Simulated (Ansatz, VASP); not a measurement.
**BeAu: VASP beside Ansatz**

INCAR

```
SYSTEM = BeAu
PREC = Accurate
ENCUT = 600
EDIFF = 1E-6
ISMEAR = 0
SIGMA = 0.1
LREAL = .False.
LASPH = .True.
NELM = 60
ALGO = Fast
ISIF = 3
LWAVE = .False.
LCHARG = .False.
GGA = CA
IBRION = 2
NSW = 70
EDIFFG = -0.005
```

Contents of KPOINTS:

```
Automatic mesh
0
Gamma
  8 8 8
  0 0 0
```

POSCAR

```
BeAu
1.0
    4.7117317749      0.0000000000      0.0000000000
    0.0000000000      4.7117317749      0.0000000000
    0.0000000000      0.0000000000      4.7117317749
Be Au
4 4
Direct
    0.8461152471      0.8461152471      0.8461152471
    0.6538847529      0.1538847529      0.3461152471
    0.3461152471      0.6538847529      0.1538847529
    0.1538847529      0.3461152471      0.6538847529
    0.1548561807      0.1548561807      0.1548561807
    0.3451438193      0.8451438193      0.6548561807
    0.6548561807      0.3451438193      0.8451438193
    0.8451438193      0.6548561807      0.3451438193
```

Input for Ansatz:

```yaml
crystal:
  lattice:
    - [4.7117317749, 0.0, 0.0]
    - [0.0, 4.7117317749, 0.0]
    - [0.0, 0.0, 4.7117317749]
  atoms:
    - { symbol: Be, position: [0.8461152471, 0.8461152471, 0.8461152471] }
    - { symbol: Be, position: [0.6538847529, 0.1538847529, 0.3461152471] }
    - { symbol: Be, position: [0.3461152471, 0.6538847529, 0.1538847529] }
    - { symbol: Be, position: [0.1538847529, 0.3461152471, 0.6538847529] }
    - { symbol: Au, position: [0.1548561807, 0.1548561807, 0.1548561807] }
    - { symbol: Au, position: [0.3451438193, 0.8451438193, 0.6548561807] }
    - { symbol: Au, position: [0.6548561807, 0.3451438193, 0.8451438193] }
    - { symbol: Au, position: [0.8451438193, 0.6548561807, 0.3451438193] }
basis:
  ecutwfc: 420
kpoints:
  mp_grid: { grid: [8, 8, 8] }
hamiltonian:
  xc: lda
scf:
  occupations: { method: gaussian, width: 0.1 }
output:
  forces: true
  stress: true
  eigenvalues: true
relax:
  adjacent_minimum: "off"
  f_tol: 0.005
  max_steps: 50
  cell: { stress_tol: 0.05 }
```

Alike in both runs: task relaxation of cell and atoms; functional LDA; k mesh 8 × 8 × 8; occupations gaussian, width 0.1 eV; no spin polarisation.

|  | VASP | Ansatz |
| --- | --- | --- |
| version | VASP 6.6.1 | Ansatz 0.2.0 |
| potentials or method | VASP PAW LDA potentials, release 64 (Be, Au), cutoff 600 eV | scalar-relativistic, plane waves, PAW |
| valence electrons in the cell | 52 | 84 |

VASP gave:

```
gap on the k mesh at the Fermi level, each at its own relaxed structure (eV) : none
relaxed volume (Å³/atom)                                                     : 12.37
relaxed cell length with the largest relative difference (Å)                 : 4.625
```

**Question.** Which values does Ansatz return?

**Answer.** gap on the k mesh at the Fermi level, each at its own relaxed structure (eV): none; relaxed volume (Å³/atom): 12.32; relaxed cell length with the largest relative difference (Å): 4.620.

LDA's correlation is that of Perdew and Zunger in VASP and of Perdew and Wang (1992) in Ansatz. A gap of «none» marks a metal or a gap that the smearing closes. VASP's potentials hold 52 valence electrons a cell and Ansatz's 84, so a difference there can come from the potentials and not from the codes.

Spin-orbit coupling is off throughout.
